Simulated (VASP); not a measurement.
Runs of VASP 6.6.1 on LuC. The structure is that of space group Pm-3m (No. 221), or close to it. The cells are those of the table. 

```csv
task,cell,k mesh for the DOS,occupations for the DOS,gap on the mesh (eV),pressure (GPa)
single point,"a = 2.978, b = 3.038 Å, 2 atoms",-,-,none,-2.1
single point,"a = 2.938 Å, 2 atoms",-,-,none,7.4
single point,"a = 3.017 Å, 2 atoms",-,-,none,-4.5
single point,"a = 2.978 Å, 2 atoms",-,-,none,1.0
single point,"a = 2.998 Å, 2 atoms",-,-,none,(a)
single point,"a = 2.958 Å, 2 atoms",-,-,none,(b)
```

Alike in all rows: level PBEsol; potentials or basis VASP PAW PBE potentials, release 64 (Lu, C); no spin polarisation; k mesh 10 × 10 × 10; cutoff (eV) 520; smearing gaussian 0.05 eV.

**Question.** Estimate the missing entries.

**Answer.** (a) -1.9; (b) 3.9.

Caveats: the PAW data sets were made with another functional, which shifts forces and pressure a little; spin-orbit coupling is left out, which moves the levels of the heavy elements.

A k mesh can miss the band edges, and the runs leave out spin-orbit coupling on Lu.

A gap of «none» marks levels without a gap at the run's occupations.
